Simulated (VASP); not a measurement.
Runs of VASP 6.6.1 on CaS (Oldhamite). The structure is that of space group Fm-3m (No. 225), or close to it. The cells are those of the table. 

```tsv
level	cell	k mesh	cutoff (eV)	gap on the mesh (eV)	pressure (GPa)
r2SCAN	a = 4.067 Å, angles 60.0°, 2 atoms	6 × 6 × 6	550	2.87	-1.4
PBE	a = 4.028 Å, angles 60.0°, 2 atoms	8 × 8 × 8	500	2.36	(b)
PBE	a = 4.039 Å, angles 60.0°, 2 atoms	6 × 6 × 6	500	2.38	0.1
r2SCAN	a = 4.028 Å, angles 60.0°, 2 atoms	8 × 8 × 8	550	(a)	0.3
PBE	a = 3.957 Å, angles 60.0°, 2 atoms	6 × 6 × 6	500	2.23	4.2
```

Alike in all rows: task single point; potentials or basis VASP PAW PBE potentials, release 64 (Ca_sv, S); no spin polarisation; smearing gaussian 0.01 eV.

Estimate the missing entries.

(a) 2.80; (b) 0.6.

Caveats: the PAW data sets were made with another functional, which shifts forces and pressure a little (some runs).

A k mesh can miss the band edges.
